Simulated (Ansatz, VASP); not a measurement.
One calculation of NaCl, two programs

```xyz
2
Lattice="0.0000 2.8100 2.8100 2.8100 0.0000 2.8100 2.8100 2.8100 0.0000" Properties=species:S:1:pos:R:3 pbc="T T T"
Na   -0.0064    0.0007   -0.0146
Cl    2.8142    2.8096    2.8195
```

Alike in both runs: task single point; functional PBE; k mesh 4 × 4 × 4; no spin polarisation.

```csv
,VASP,Ansatz
version,VASP 6.6.1,Ansatz 0.2.0
potentials or method,"VASP PAW PBE potentials, release 64 (Na_pv, Cl), cutoff 500 eV","plane waves, PAW"
occupations,"gaussian, width 0.01 eV",fixed
valence electrons in the cell,14,16
```

```tsv
	VASP	Ansatz	Ansatz less VASP
rms of the force components (eV/Å)	0.022	0.022	-0.0001
```

Atom by atom the forces differ by 0.000 eV/Å (rms over components). VASP's potentials hold 14 valence electrons a cell and Ansatz's 16, so a difference there can come from the potentials and not from the codes.

The k mesh is coarse, so the values compare programs but aren't converged.
